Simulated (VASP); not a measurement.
# BaTiO3 (Pm-3m) in VASP: a series of runs, part 2 of 3

VASP 6.6.1. Earlier steps stand in the parts before.

## (4) Relaxation of cell and atoms, PBE, target pressure 2 GPa, at which the enthalpy is minimised

This run uses another cell than the first one, of 12.86 Å³/atom.

The input, INCAR:

```
SYSTEM = BaTiO3
ALGO = Normal
EDIFF = 1E-7
EDIFFG = -0.02
ENCUT = 600
GGA = PE
IBRION = 2
ISIF = 3
ISMEAR = 0
LASPH = .TRUE.
LCHARG = .FALSE.
LREAL = .FALSE.
LWAVE = .FALSE.
NELM = 60
NSW = 80
PREC = Accurate
PSTRESS = 20.0
SIGMA = 0.01
```

The input, KPOINTS:

```
k-points
0
G
  6 6 6
  0 0 0
```

The input, POSCAR:

```
BaTiO3
1.0
    4.0060000000      0.0000000000      0.0000000000
    0.0000000000      4.0060000000      0.0000000000
    0.0000000000      0.0000000000      4.0060000000
Ba Ti O
1 1 3
Direct
    0.5000000000      0.5000000000      0.5000000000
    0.0000000000      0.0000000000      0.0000000000
    0.5000000000      0.0000000000      0.0000000000
    0.0000000000      0.0000000000      0.5000000000
    0.0000000000      0.5000000000      0.0000000000
```

Potentials or basis: VASP PAW PBE potentials, release 64 (Ba_sv, Ti_sv, O).

Launch:

```sh
$ cat potpaw_PBE.64/Ba_sv/POTCAR potpaw_PBE.64/Ti_sv/POTCAR potpaw_PBE.64/O/POTCAR > POTCAR
$ mpirun -np 1 vasp_std > vasp.out
```

OUTCAR:

```text
SYSTEM = BaTiO3
   EDIFF = 1E-7
   EDIFFG = -0.02
   ENCUT = 600
   GGA = PE
   IBRION = 2
   ISIF = 3
   ISMEAR = 0
   LASPH = .TRUE.
   LREAL = .FALSE.
   NELM = 60
   NSW = 80
   PREC = Accurate
   PSTRESS = 20.0

 ion  position               nearest neighbor table
   1  0.500  0.500  0.500-   3 2.83   4 2.83   5 2.83   3 2.83   5 2.83   3 2.83   4 2.83   3 2.83
                             4 2.83   5 2.83   5 2.83   4 2.83   2 3.47   2 3.47   2 3.47   2 3.47
   2  0.000  0.000  0.000-   3 2.00   4 2.00   5 2.00   4 2.00   5 2.00   3 2.00   1 3.47   1 3.47
                             1 3.47   1 3.47   1 3.47   1 3.47   1 3.47   1 3.47
   3  0.500  0.000  0.000-   2 2.00   2 2.00   1 2.83   1 2.83   1 2.83   1 2.83
   4  0.000  0.000  0.500-   2 2.00   2 2.00   1 2.83   1 2.83   1 2.83   1 2.83
   5  0.000  0.500  0.000-   2 2.00   2 2.00   1 2.83   1 2.83   1 2.83   1 2.83

  LATTYP: Found a simple cubic cell.
 ALAT       =     4.0060000000

  Lattice vectors:

 A1 = (   4.0060000000,   0.0000000000,   0.0000000000)
 A2 = (   0.0000000000,   4.0060000000,   0.0000000000)
 A3 = (   0.0000000000,   0.0000000000,   4.0060000000)

Analysis of symmetry for initial positions (statically):
=====================================================================
 Subroutine PRICEL returns:
 Original cell was already a primitive cell.

 Routine SETGRP: Setting up the symmetry group for a
 simple cubic supercell.

 Subroutine GETGRP returns: Found 48 space group operations
 (whereof 48 operations were pure point group operations)
 out of a pool of 48 trial point group operations.

The static configuration has the point symmetry O_h .

Analysis of symmetry for dynamics (positions and initial velocities):
=====================================================================
 Subroutine PRICEL returns:
 Original cell was already a primitive cell.

 Routine SETGRP: Setting up the symmetry group for a
 simple cubic supercell.

 Subroutine GETGRP returns: Found 48 space group operations
 (whereof 48 operations were pure point group operations)
 out of a pool of 48 trial point group operations.

The dynamic configuration has the point symmetry O_h .

 Subroutine INISYM returns: Found 48 space group operations
 (whereof 48 operations are pure point group operations),
 and found     1 'primitive' translations

----------------------------------------------------------------------------------------

                                     Primitive cell

  volume of cell :      64.2884

  direct lattice vectors                    reciprocal lattice vectors
     4.006000000  0.000000000  0.000000000     0.249625562  0.000000000  0.000000000
     0.000000000  4.006000000  0.000000000     0.000000000  0.249625562  0.000000000
     0.000000000  0.000000000  4.006000000     0.000000000  0.000000000  0.249625562

  length of vectors
     4.006000000  4.006000000  4.006000000     0.249625562  0.249625562  0.249625562

  position of ions in fractional coordinates (direct lattice)
     0.500000000  0.500000000  0.500000000
     0.000000000  0.000000000  0.000000000
     0.500000000  0.000000000  0.000000000
     0.000000000  0.000000000  0.500000000
     0.000000000  0.500000000  0.000000000

  ion indices of the primitive-cell ions
   primitive index   ion index
                 1           1
                 2           2
                 3           3
                 4           4
                 5           5

----------------------------------------------------------------------------------------

 KPOINTS: k-points

Automatic generation of k-mesh.
 Grid dimensions read from file:
 generate k-points for:    6    6    6

 Generating k-lattice:

  Cartesian coordinates                     Fractional coordinates (reciprocal lattice)
     0.041604260  0.000000000  0.000000000     0.166666667  0.000000000  0.000000000
     0.000000000  0.041604260  0.000000000     0.000000000  0.166666667  0.000000000
     0.000000000  0.000000000  0.041604260     0.000000000  0.000000000  0.166666667

  Length of vectors
     0.041604260  0.041604260  0.041604260

  Shift w.r.t. Gamma in fractional coordinates (k-lattice)
     0.000000000  0.000000000  0.000000000

 Subroutine IBZKPT returns following result:
 ===========================================

 Found     20 irreducible k-points:

 Following reciprocal coordinates:
            Coordinates               Weight
  0.000000  0.000000  0.000000      1.000000
  0.166667  0.000000  0.000000      6.000000
  0.333333  0.000000  0.000000      6.000000
  0.500000  0.000000  0.000000      3.000000
  0.166667  0.166667  0.000000     12.000000
  0.333333  0.166667  0.000000     24.000000
[... 12 lines left out ...]
  0.500000  0.500000  0.333333      6.000000
  0.500000  0.500000  0.500000      1.000000
   k-points           NKPTS =     20   k-points in BZ     NKDIM =     20   number of bands    NBANDS=     24
   number of dos      NEDOS =    301   number of ions     NIONS =      5
   total plane-waves  NPLWV =  32768
   dimension x,y,z NGX =    32 NGY =   32 NGZ =   32
   dimension x,y,z NGXF=    64 NGYF=   64 NGZF=   64
   ions per type =               1   1   3
   NGX,Y,Z   is equivalent  to a cutoff of  13.28, 13.28, 13.28 a.u.
   NGXF,Y,Z  is equivalent  to a cutoff of  26.56, 26.56, 26.56 a.u.
 SYSTEM =  BaTiO3
   PREC   = accura    normal or accurate (medium, high low for compatibility)
   ISTART =      0    job   : 0-new  1-cont  2-samecut
   ICHARG =      2    charge: 1-file 2-atom 10-const
   ISPIN  =      1    spin polarized calculation?
   LNONCOLLINEAR =      F non collinear calculations
   LSORBIT =      F    spin-orbit coupling
   LASPH  =      T    aspherical Exc in radial PAW
   ENCUT  =  600.0 eV  44.10 Ry    6.64 a.u.   8.00  8.00  8.00*2*pi/ulx,y,z
   NELM   =     60;   NELMIN=  2; NELMDL= -5     # of ELM steps
   EDIFF  = 0.1E-06   stopping-criterion for ELM
   LREAL  =      F    real-space projection
   EDIFFG = -.2E-01   stopping-criterion for IOM
   NSW    =     80    number of steps for IOM
   IBRION =      2    ionic relax: 0-MD 1-quasi-New 2-CG
   NFREE  =      1    steps in history (QN), initial steepest desc. (CG)
   ISIF   =      3    stress and relaxation
   ISYM   =      2    0-nonsym 1-usesym 2-fastsym
   POTIM  = 0.5000    time-step for ionic-motion
   TEBEG  =    0.0;   TEEND  =   0.0 temperature during run
   PSTRESS=   20.0 pullay stress
   NELECT =      40.0000    total number of electrons
   NUPDOWN=      -1.0000    fix difference up-down
   EMIN   =  10.00;   EMAX   =-10.00  energy-range for DOS
   EFERMI =   0.00;   METHOD = LEGACY
   ISMEAR =     0;   SIGMA  =   0.01  broadening in eV -4-tet -1-fermi 0-gaus
   EFERMI_NEDOS =   21; number of points for ismear=-14 and -15
   IALGO  =     38    algorithm
   IMIX   =      4    mixing-type and parameters
     AMIX     =   0.40;   BMIX     =  1.00
     AMIX_MAG =   1.60;   BMIX_MAG =  1.00
  volume/ion in A,a.u.               =      12.86        86.77
  Fermi-wavevector in a.u.,A,eV,Ry     =   1.397603  2.641087 26.576187  1.953295
  Thomas-Fermi vector in A             =   2.520843
   LORBIT       =      0    0 simple, 1 ext, 2 COOP (PROOUT), +10 PAW based schemes
   GGA     = PE    functional components
   LHFCALC =     F    Hartree Fock is set to
   AEXX    =    0.0000 exact exchange contribution
   IVDW    =     0    specifies the selected vdW correction
   LEPSILON=     F    determine dielectric tensor
   LRPA    =     F    only Hartree local field effects (RPA)
 conjugate gradient relaxation of ions
 non-spin polarized calculation
 Gauss-broadening in eV      SIGMA  =   0.01
  energy-cutoff  :      600.00
  volume of cell :       64.29
 maximum number of plane-waves:      2176
   NGX = 17   NGY = 17   NGZ = 17

--------------------------------------- Ionic step        1  -------------------------------------------

 number of electron      39.9999998 magnetization

 Free energy of the ion-electron system (eV)
  ---------------------------------------------------
  ext. energy  EPLUGINS =         0.00000000
  ---------------------------------------------------
  free energy    TOTEN  =       -39.97666096 eV

  energy without entropy =      -39.97666096  energy(sigma->0) =      -39.97666096

------------------------ aborting loop because EDIFF is reached ----------------------------------------

  FORCE on cell =-STRESS in cart. coord.  units (eV):
  Direction    XX          YY          ZZ          XY          YZ          ZX
  --------------------------------------------------------------------------------------
  -------------------------------------------------------------------------------------
  Total        1.3136977      1.3136977      1.3136977     -0.0000000     -0.0000000     -0.0000000
  in kB       32.7395869     32.7395869     32.7395869     -0.0000000     -0.0000000     -0.0000000
  external PRESSURE =      12.7395869 kB  Pullay stress =      20.0000000 kB
[... 67 lines left out ...]
  enthalpy is  TOTEN    =       -39.1740488447 eV   P V=        0.8144463974

--------------------------------------- Ionic step        3  -------------------------------------------

 number of electron      40.0000003 magnetization

 Free energy of the ion-electron system (eV)
  ---------------------------------------------------
  ext. energy  EPLUGINS =         0.00000000
  ---------------------------------------------------
  free energy    TOTEN  =       -39.98431655 eV

  energy without entropy =      -39.98431655  energy(sigma->0) =      -39.98431655

 E-fermi :   3.9061     XC(G=0): -11.2079

 val. band max:        3.7567740161   @ k =   0.5000   0.5000   0.5000
 cond. band min:       5.4819637563   @ k =   0.0000   0.0000   0.0000
 fundamental gap:      1.7251897402
 Fermi energy:         3.9060735867

 k-point     1 :       0.0000    0.0000    0.0000
  band No.  band energies     occupation
      1     -52.9232      2.00000
      2     -29.1291      2.00000
      3     -29.1291      2.00000
      4     -29.1291      2.00000
      5     -21.0785      2.00000
      6     -13.1139      2.00000
[... 561 lines left out ...]
  FREE ENERGIE OF THE ION-ELECTRON SYSTEM (eV)
  ---------------------------------------------------
  free  energy   TOTEN  =       -39.9843165518 eV

  energy  without entropy=      -39.9843165518  energy(sigma->0) =      -39.98431655

  enthalpy is  TOTEN    =       -39.1759691473 eV   P V=        0.8083474045

 reached required accuracy - stopping structural energy minimisation
```

CONTCAR:

```text
BaTiO3
   1.00000000000000
     4.0156841364881082    0.0000000000000000   -0.0000000000000000
    -0.0000000000000000    4.0156841364881082   -0.0000000000000000
     0.0000000000000000   -0.0000000000000000    4.0156841364881082
  Ba              Ti              O
     1     1     3
Direct
     0.5000000000000000    0.5000000000000000    0.5000000000000000
     0.0000000000000000    0.0000000000000000    0.0000000000000000
     0.5000000000000000    0.0000000000000000    0.0000000000000000
     0.0000000000000000    0.0000000000000000    0.5000000000000000
     0.0000000000000000    0.5000000000000000    0.0000000000000000

  0.00000000E+00  0.00000000E+00  0.00000000E+00
  0.00000000E+00  0.00000000E+00  0.00000000E+00
  0.00000000E+00  0.00000000E+00  0.00000000E+00
  0.00000000E+00  0.00000000E+00  0.00000000E+00
  0.00000000E+00  0.00000000E+00  0.00000000E+00
```

It took 1.7 min on 1 thread of Intel Xeon 8259CL, shared host; peak memory 0.22 GiB.

What came out:

* Free energy: -39.9843 eV
* Relaxed volume: 12.95 Å³/atom
* Relaxed cell: a = 4.016 Å, b = 4.016 Å, c = 4.016 Å, α = 90.00°, β = 90.00°, γ = 90.00°
* Space group after relaxing (to 0.1 Å): Pm-3m (No. 221)
* Energy change on relaxing (the run minimises the enthalpy): -1.5 meV/atom
* Ionic steps: 3
* Pressure after relaxing: 2.0 GPa
* Band gap on the k mesh: 1.73 eV (least direct gap 1.88 eV)

Step by step:
| step | energy change (eV) | largest force (eV/Å) | pressure (GPa) | volume (Å³) |
| --- | --- | --- | --- | --- |
| 1 | 0.0000 | 0.0000 | 3.27 | 64.29 |
| 2 | -0.0118 | 0.0000 | 0.75 | 65.24 |
| 3 | -0.0077 | 0.0000 | 2.00 | 64.76 |

Final structure:
```
CELL_PARAMETERS angstrom
4.01568 0.00000 0.00000
0.00000 4.01568 0.00000
0.00000 0.00000 4.01568
ATOMIC_POSITIONS crystal
Ba 0.50000 0.50000 0.50000
Ti 0.00000 0.00000 0.00000
O 0.50000 0.00000 0.00000
O 0.00000 0.00000 0.50000
O 0.00000 0.50000 0.00000
```

Caveat: the cell is relaxed towards a set pressure, so the run minimises the enthalpy, not the energy; spin-orbit coupling is left out, which moves the levels of the heavy elements.

## (5) Relaxation of cell and atoms, PBE, target pressure 4 GPa, at which the enthalpy is minimised

This run uses another cell than the first one, of 12.86 Å³/atom.

The input, INCAR:

```
SYSTEM = BaTiO3
ALGO = Normal ; EDIFF = 1E-6
EDIFFG = -0.02 ; ENCUT = 600
GGA = PE ; IBRION = 2
ISIF = 3 ; ISMEAR = 0
LASPH = .TRUE. ; LCHARG = .FALSE.
LREAL = .FALSE. ; LWAVE = .FALSE.
NELM = 60 ; NSW = 80
PREC = Accurate ; PSTRESS = 40.0
SIGMA = 0.01
```

KPOINTS is that of step 4.

POSCAR is that of step 4.

Launch:

```sh
$ cat potpaw_PBE.64/Ba_sv/POTCAR potpaw_PBE.64/Ti_sv/POTCAR potpaw_PBE.64/O/POTCAR > POTCAR
$ mpirun -np 1 vasp_std > vasp.out
```

It took 84 s on 1 thread of Intel Xeon 8259CL, shared host; peak memory 0.22 GiB.

Results (log left out):

- Free energy: -39.9705 eV
- Relaxed volume: 12.80 Å³/atom
- Relaxed cell: a = 4.000 Å, b = 4.000 Å, c = 4.000 Å, α = 90.00°, β = 90.00°, γ = 90.00°
- Space group after relaxing (to 0.1 Å): Pm-3m (No. 221)
- Energy change on relaxing (the run minimises the enthalpy): +1.2 meV/atom
- Ionic steps: 3
- Pressure after relaxing: 4.0 GPa
- Band gap on the k mesh: 1.75 eV (least direct gap 1.89 eV)

Step by step:
| step | energy change (eV) | largest force (eV/Å) | pressure (GPa) | volume (Å³) |
| --- | --- | --- | --- | --- |
| 1 | 0.0000 | 0.0000 | 3.27 | 64.29 |
| 2 | 0.0136 | 0.0000 | 4.78 | 63.75 |
| 3 | 0.0061 | 0.0000 | 4.02 | 64.02 |

Final structure:
```xyz
5
Lattice="4.0004 0.0000 0.0000 0.0000 4.0004 0.0000 0.0000 0.0000 4.0004" Properties=species:S:1:pos:R:3 pbc="T T T"
Ba    2.0002    2.0002    2.0002
Ti    0.0000    0.0000    0.0000
O     2.0002    0.0000    0.0000
O     0.0000    0.0000    2.0002
O     0.0000    2.0002    0.0000
```

Levels at points of the mesh, in eV from the valence-band top:
```tsv
k point	band 16	band 17	band 18	band 19	band 20	band 21	band 22	band 23	band 24
(0.00, 0.00, 0.00)	-1.09	-1.09	-0.14	-0.14	-0.14	1.75	1.75	1.75	3.91
(0.50, 0.00, 0.00)	-1.92	-1.83	-1.83	-0.71	-0.71	1.91	3.49	3.49	3.92
(0.50, 0.50, 0.00)	-2.70	-1.72	-0.87	-0.87	-0.09	3.50	3.50	3.91	4.77
(0.50, 0.50, 0.50)	-2.40	-2.40	0.00	0.00	0.00	4.17	4.17	4.17	6.73
```

Caveat: the cell is relaxed towards a set pressure, so the run minimises the enthalpy, not the energy; spin-orbit coupling is left out, which moves the levels of the heavy elements. A k mesh can miss the band edges.

(Part 2 of 3 ends here.)
